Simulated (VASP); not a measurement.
# Pb8CS8O in VASP: a series of runs

Pb8CS8O is run at these levels: PBE; tasks: single point.

All numbers are computed with VASP 6.6.1; they aren't measurements. Logs are shortened: lines on timing, memory, paths and dates and some standing lists are left out, and cuts for length are marked.

## 1. The cell of the first run

The cell holds a slab with vacuum, 18 atoms: a = 8.498 Å, b = 8.498 Å, c = 20.717 Å, α = 90.00°, β = 90.00°, γ = 90.00°.

## 2. Single point, PBE

Input file INCAR:

```
PREC = Accurate
ENCUT = 520
EDIFF = 1E-6
ISMEAR = 0
SIGMA = 0.05
LREAL = Auto
LASPH = True
NELM = 60
ALGO = Normal
ISIF = 2
LWAVE = False
LCHARG = False
LDIPOL = True
IDIPOL = 3
DIPOL = 0.5 0.5 0.282
GGA = PE
NBANDS = 100
```

Input file KPOINTS:

```
regular mesh
0
Gamma
  3 3 1
```

Input file POSCAR:

```
Pb8CS8O
1.0
    8.4980431765      0.0000000000      0.0000000000
    0.0000000000      8.4980431765      0.0000000000
    0.0000000000      0.0000000000     20.7166259994
Pb S C O
8 8 1 1
Direct
    0.2500000000      0.2500000000      0.1930816341
    0.2500000000      0.7500000000      0.1930816341
    0.7500000000      0.2500000000      0.1930816341
    0.7500000000      0.7500000000      0.1930816341
    0.0000000000      0.0000000000      0.3242142808
    0.0000000000      0.5000000000      0.3242142808
    0.5000000000      0.0000000000      0.3242142808
    0.5000000000      0.5000000000      0.3242142808
    0.0000000000      0.0000000000      0.1930816341
    0.0000000000      0.5000000000      0.1930816341
    0.5000000000      0.0000000000      0.1930816341
    0.5000000000      0.5000000000      0.1930816341
    0.2500000000      0.2500000000      0.3230985962
    0.2500000000      0.7500000000      0.3230985962
    0.7500000000      0.2500000000      0.3230985962
    0.7500000000      0.7500000000      0.3230985962
    0.6888094425      0.0000000000      0.4690255064
    0.8111905575      0.0000000000      0.4690255064
```

Potentials or basis: VASP PAW PBE potentials, release 64 (Pb_d, S, C, O).

Command:

```
$ cat potpaw_PBE.64/Pb_d/POTCAR potpaw_PBE.64/S/POTCAR potpaw_PBE.64/C/POTCAR potpaw_PBE.64/O/POTCAR > POTCAR
$ mpirun -np 1 vasp_std > vasp.out
```

OUTCAR:

```text
PREC = Accurate
   ENCUT = 520
   EDIFF = 1E-6
   ISMEAR = 0
   LREAL = Auto
   LASPH = True
   NELM = 60
   ISIF = 2
   GGA = PE

 ion  position               nearest neighbor table
   1  0.250  0.250  0.193-  13 2.69  10 3.00  11 3.00  12 3.00   9 3.00   6 4.05   7 4.05   8 4.05
                             5 4.05
   2  0.250  0.750  0.193-  14 2.69  10 3.00  11 3.00  12 3.00   9 3.00   6 4.05   7 4.05   8 4.05
                             5 4.05
   3  0.750  0.250  0.193-  15 2.69  10 3.00  11 3.00  12 3.00   9 3.00   6 4.05   7 4.05   8 4.05
                             5 4.05
   4  0.750  0.750  0.193-  16 2.69  10 3.00  11 3.00  12 3.00   9 3.00   6 4.05   7 4.05   8 4.05
                             5 4.05
   5  0.000  0.000  0.324-   9 2.72  13 3.00  14 3.00  15 3.00  16 3.00   2 4.05   3 4.05   4 4.05
                             1 4.05
   6  0.000  0.500  0.324-  10 2.72  13 3.00  14 3.00  15 3.00  16 3.00   2 4.05   3 4.05   4 4.05
                             1 4.05
   7  0.500  0.000  0.324-  11 2.72  13 3.00  14 3.00  15 3.00  16 3.00   2 4.05   3 4.05   4 4.05
                             1 4.05
   8  0.500  0.500  0.324-  12 2.72  13 3.00  14 3.00  15 3.00  16 3.00   2 4.05   3 4.05   4 4.05
                             1 4.05
   9  0.000  0.000  0.193-   5 2.72   2 3.00   3 3.00   4 3.00   1 3.00
  10  0.000  0.500  0.193-   6 2.72   2 3.00   3 3.00   4 3.00   1 3.00
  11  0.500  0.000  0.193-   7 2.72   2 3.00   3 3.00   4 3.00   1 3.00
  12  0.500  0.500  0.193-   8 2.72   2 3.00   3 3.00   4 3.00   1 3.00
  13  0.250  0.250  0.323-   1 2.69   5 3.00   6 3.00   7 3.00   8 3.00
  14  0.250  0.750  0.323-   2 2.69   5 3.00   6 3.00   7 3.00   8 3.00
  15  0.750  0.250  0.323-   3 2.69   5 3.00   6 3.00   7 3.00   8 3.00
  16  0.750  0.750  0.323-   4 2.69   5 3.00   6 3.00   7 3.00   8 3.00
  17  0.689  0.000  0.469-  18 1.04
  18  0.811  0.000  0.469-  17 1.04

  LATTYP: Found a simple tetragonal cell.
 ALAT       =     8.4980431765
 C/A-ratio  =     2.4378113372

  Lattice vectors:

 A1 = (   8.4980431765,   0.0000000000,   0.0000000000)
 A2 = (   0.0000000000,   8.4980431765,   0.0000000000)
 A3 = (   0.0000000000,   0.0000000000,  20.7166259994)

Analysis of symmetry for initial positions (statically):
=====================================================================
 Subroutine PRICEL returns:
 Original cell was already a primitive cell.

 Routine SETGRP: Setting up the symmetry group for a
 simple tetragonal supercell.

 Subroutine GETGRP returns: Found  2 space group operations
 (whereof  2 operations were pure point group operations)
 out of a pool of 16 trial point group operations.
[... 139 lines left out ...]
   EMIN   =  10.00;   EMAX   =-10.00  energy-range for DOS
   EFERMI =   0.00;   METHOD = LEGACY
   ISMEAR =     0;   SIGMA  =   0.05  broadening in eV -4-tet -1-fermi 0-gaus
   EFERMI_NEDOS =   21; number of points for ismear=-14 and -15
   IALGO  =     38    algorithm
   IMIX   =      4    mixing-type and parameters
     AMIX     =   0.40;   BMIX     =  1.00
     AMIX_MAG =   1.60;   BMIX_MAG =  1.00
  volume/ion in A,a.u.               =      83.12       560.89
  Fermi-wavevector in a.u.,A,eV,Ry     =   0.792937  1.498434  8.554657  0.628750
  Thomas-Fermi vector in A             =   1.898774
   LORBIT       =      0    0 simple, 1 ext, 2 COOP (PROOUT), +10 PAW based schemes
   GGA     = PE    functional components
   LHFCALC =     F    Hartree Fock is set to
   AEXX    =    0.0000 exact exchange contribution
   IVDW    =     0    specifies the selected vdW correction
   LEPSILON=     F    determine dielectric tensor
   LRPA    =     F    only Hartree local field effects (RPA)
 non-spin polarized calculation
 Gauss-broadening in eV      SIGMA  =   0.05
  energy-cutoff  :      520.00
  volume of cell :     1496.09
 maximum number of plane-waves:     40322
 NGX is ok and might be reduce to    64
   NGX = 31   NGY = 31   NGZ = 77

 number of electron     170.0000034 magnetization

 dipolmoment           0.000000      0.000000     -0.051134 electrons x Angstroem

 Free energy of the ion-electron system (eV)
  ---------------------------------------------------
  ext. energy  EPLUGINS =         0.00000000
  ---------------------------------------------------
  free energy    TOTEN  =       -83.20137311 eV

  energy without entropy =      -83.20137311  energy(sigma->0) =      -83.20137311

 E-fermi :  -1.5492     XC(G=0):  -3.4514

 val. band max:       -1.8515451522   @ k =   0.0000   0.0000   0.0000
 cond. band min:      -0.0154895360   @ k =   0.0000   0.0000   0.0000
 fundamental gap:      1.8360556161
 Fermi energy:        -1.5492342914

 k-point     1 :       0.0000    0.0000    0.0000
  band No.  band energies     occupation
      1     -28.0818      2.00000
      2     -18.1279      2.00000
      3     -18.1255      2.00000
      4     -18.1000      2.00000
      5     -18.0616      2.00000
      6     -18.0504      2.00000
[... 389 lines left out ...]
     96       1.6495      0.00000
     97       1.8399      0.00000
 [bands above 97 left out]

------------------------ aborting loop because EDIFF is reached ----------------------------------------

 vacuum level on the upper side and lower side of the slab       (xc-potential included)        -0.145         0.012

  FORCE on cell =-STRESS in cart. coord.  units (eV):
  Direction    XX          YY          ZZ          XY          YZ          ZX
  --------------------------------------------------------------------------------------
  -------------------------------------------------------------------------------------
  Total       18.2768612      0.2523552      0.2491927      0.0000000      0.0000000     -0.0335983
  in kB       19.5729057      0.2702502      0.2668634      0.0000000      0.0000000     -0.0359808
  external PRESSURE =       6.7033398 kB  Pullay stress =       0.0000000 kB

 VOLUME and BASIS-vectors are now :
 -----------------------------------------------------------------------------
  energy-cutoff  :      520.00
  volume of cell :     1496.09
      direct lattice vectors                 reciprocal lattice vectors
     8.498043176  0.000000000  0.000000000     0.117674149  0.000000000  0.000000000
     0.000000000  8.498043176  0.000000000     0.000000000  0.117674149  0.000000000
     0.000000000  0.000000000 20.716625999     0.000000000  0.000000000  0.048270409

 POSITION                                       TOTAL-FORCE (eV/Angst)
 -----------------------------------------------------------------------------------
      2.12451      2.12451      4.00000         0.005091     -0.008932     -0.158193
      2.12451      6.37353      4.00000         0.005091      0.008932     -0.158193
      6.37353      2.12451      4.00000        -0.006002     -0.016267     -0.170174
      6.37353      6.37353      4.00000        -0.006002      0.016267     -0.170174
      0.00000      0.00000      6.71663         0.071990      0.000000     -0.077182
      0.00000      4.24902      6.71663         0.018640      0.000000     -0.006908
[... 10 lines left out ...]
      5.85353      0.00000      9.71663       -17.204074      0.000000      0.015733
      6.89353      0.00000      9.71663        17.192966      0.000000      0.144079
 -----------------------------------------------------------------------------------
    total drift:                               -0.001380     -0.000000      0.003300

  FREE ENERGIE OF THE ION-ELECTRON SYSTEM (eV)
  ---------------------------------------------------
  free  energy   TOTEN  =       -83.2013731146 eV

  energy  without entropy=      -83.2013731146  energy(sigma->0) =      -83.20137311

 vacuum level on the upper side and lower side of the slab         2.696         2.848
```

It took 43 min on 1 thread of Intel Xeon 8259CL, shared host; peak memory 1.4 GiB.

What came out:

* Free energy: -83.2014 eV
* Largest force: 17.204 eV/Å
* Band gap on the k mesh: 1.84 eV

Forces on the atoms (eV/Å):
```
Pb    0.005  -0.009  -0.158
Pb    0.005   0.009  -0.158
Pb   -0.006  -0.016  -0.170
Pb   -0.006   0.016  -0.170
Pb    0.072   0.000  -0.077
Pb    0.019   0.000  -0.007
Pb   -0.062   0.000   0.018
Pb   -0.018   0.000  -0.002
S    -0.009   0.000   0.172
S    -0.003   0.000   0.186
S     0.013   0.000   0.126
S     0.003   0.000   0.184
S    -0.004   0.008  -0.020
S    -0.004  -0.008  -0.020
S     0.003   0.013  -0.031
S     0.003  -0.013  -0.031
C   -17.204   0.000   0.016
O    17.193   0.000   0.144
```

Levels at points of the mesh, in eV from the valence-band top:
```tsv
k point	band 83	band 84	band 85	band 86	band 87	band 88
(0.00, 0.00, 0.00)	-0.07	0.00	0.00	1.84	1.84	1.89
```

Caveat: spin-orbit coupling is left out, which moves the levels of the heavy elements.

## 3. Single point, PBE

Input file INCAR:

```
SYSTEM = Pb8CS8O
ALGO     = Normal         ! electronic algorithm
DIPOL    = 0.5 0.5 0.275
EDIFF    = 1E-6           ! SCF threshold, eV
ENCUT    = 520            ! plane-wave cutoff, eV
GGA      = PE             ! functional
IDIPOL   = 3            
ISIF     = 2              ! what is computed and relaxed
ISMEAR   = 0              ! smearing method
LASPH    = .True.         ! aspherical terms in the spheres
LCHARG   = .True.         ! write CHGCAR
LDIPOL   = .True.       
LELF     = .True.         ! ELF
LREAL    = Auto         
LVACPOTAV= .True.       
LVHAR    = .True.       
LWAVE    = .False.        ! write WAVECAR
NBANDS   = 100            ! bands
NELM     = 80             ! most SCF steps
PREC     = Accurate       ! precision mode
SIGMA    = 0.05           ! smearing width, eV
```

Input file KPOINTS:

```
k-points
0
Gamma
  3 3 1
  0 0 0
```

POSCAR, as its differences from that of step 2:

```diff
@@ -24,3 +24,3 @@
     0.7500000000      0.7500000000      0.3230985962
-    0.6888094425      0.0000000000      0.4690255064
-    0.8111905575      0.0000000000      0.4690255064
+    0.6829257350      0.0000000000      0.4091701998
+    0.8170742650      0.0000000000      0.4091701998
```

Potentials or basis: VASP PAW PBE potentials, release 64 (Pb_d, S, C, O).

Command:

```
$ cat potpaw_PBE.64/Pb_d/POTCAR potpaw_PBE.64/S/POTCAR potpaw_PBE.64/C/POTCAR potpaw_PBE.64/O/POTCAR > POTCAR
$ mpirun -np 1 vasp_std > vasp.out
```

Wall time 49 min (1 thread of Intel Xeon 8259CL, shared host); peak memory 1.4 GiB.

Results (log left out):

```yaml
Free_energy: -82.1160 eV
Largest_force: 3.010 eV/Å
Band_gap_on_the_k_mesh: 1.45 eV
```

Forces in eV/Å, atoms in the order of the input:
```
Pb   0.020 -0.086 -0.237
Pb   0.020  0.086 -0.237
Pb  -0.043 -0.084 -0.268
Pb  -0.043  0.084 -0.268
Pb   1.443  0.000 -1.521
Pb   0.072  0.000 -0.066
Pb  -1.489  0.000 -1.506
Pb  -0.024  0.000 -0.077
S   -0.071  0.000 -0.123
S    0.009  0.000  0.244
S    0.108  0.000 -0.258
S   -0.021  0.000  0.220
S    0.014  0.098  0.132
S    0.014 -0.098  0.132
S   -0.101  0.494 -0.462
S   -0.101 -0.494 -0.462
C   -1.220  0.000  2.102
O    1.415  0.000  2.656
```

Levels at points of the mesh, in eV from the valence-band top:
```csv
k point,band 82,band 83,band 84,band 85,band 86,band 87,band 88,band 89
"(0.00, 0.00, 0.00)",-0.18,-0.11,-0.03,0.00,1.45,1.61,1.83,1.85
```

Caveat: spin-orbit coupling is left out, which moves the levels of the heavy elements.

## 4. Single point, PBE

Input file INCAR:

```
  ALGO = Normal
  DIPOL = 0.5 0.5 0.272
  EDIFF = 1E-7
  ENCUT = 520
  GGA = PE
  IDIPOL = 3
  ISIF = 2
  ISMEAR = 0
  LASPH = True
  LCHARG = True
  LDIPOL = True
  LELF = True
  LREAL = Auto
  LVACPOTAV = True
  LVHAR = True
  LWAVE = False
  NBANDS = 100
  NELM = 100
  PREC = Accurate
  SIGMA = 0.05
```

Input file KPOINTS:

```
k-points
0
Gamma
  3 3 1
```

POSCAR, as its differences from that of step 3:

```diff
@@ -24,3 +24,3 @@
     0.7500000000      0.7500000000      0.3230985962
-    0.6829257350      0.0000000000      0.4091701998
-    0.8170742650      0.0000000000      0.4091701998
+    0.6888094425      0.0000000000      0.3782771384
+    0.8111905575      0.0000000000      0.3782771384
```

Command:

```
$ cat potpaw_PBE.64/Pb_d/POTCAR potpaw_PBE.64/S/POTCAR potpaw_PBE.64/C/POTCAR potpaw_PBE.64/O/POTCAR > POTCAR
$ mpirun -np 1 vasp_std > vasp.out
```

Wall time 50 min (1 thread of Intel Xeon 8259CL, shared host); peak memory 1.4 GiB.

It converged, with:

```
Free energy            : -75.8124 eV
Largest force          : 17.044 eV/Å
Band gap on the k mesh : 0.87 eV
```

Forces on the atoms (eV/Å):
```
Pb    0.072  -0.146  -0.258
Pb    0.072   0.146  -0.258
Pb   -0.117  -0.101  -0.392
Pb   -0.117   0.101  -0.392
Pb    7.165   0.000  -4.624
Pb    0.241   0.000  -0.157
Pb   -7.198   0.000  -4.533
Pb   -0.074   0.000  -0.139
S    -0.210   0.000  -0.316
S     0.014   0.000   0.290
S     0.279   0.000  -0.706
S    -0.053   0.000   0.221
S    -0.008   0.423   0.239
S    -0.008  -0.423   0.239
S    -0.406   2.023  -1.042
S    -0.406  -2.023  -1.042
C   -14.764   0.000   5.825
O    15.520   0.000   7.044
```

Levels at points of the mesh, in eV from the valence-band top:
| k point | band 82 | band 83 | band 84 | band 85 | band 86 | band 87 | band 88 | band 89 |
| --- | --- | --- | --- | --- | --- | --- | --- | --- |
| (0.00, 0.00, 0.00) | -0.33 | -0.20 | -0.19 | 0.00 | 0.87 | 1.20 | 1.57 | 1.65 |

Caveat: spin-orbit coupling is left out, which moves the levels of the heavy elements.

## 5. The runs side by side

| cell | gap on the mesh (eV) | largest force (eV/Å) |
| --- | --- | --- |
| as given, atomic positions A | 1.84 | 17.20 |
| as given, atomic positions B | 1.45 | 3.01 |
| as given, atomic positions C | 0.87 | 17.04 |

Alike in all rows: task single point; level PBE; potentials or basis VASP PAW PBE potentials, release 64 (Pb_d, S, C, O); no spin polarisation; k mesh 3 × 3 × 1; cutoff (eV) 520; smearing gaussian 0.05 eV.

Caveats: spin-orbit coupling is left out, which moves the levels of the heavy elements.

Total energies depend on the potentials used, so only differences within one code and one set of settings carry meaning.
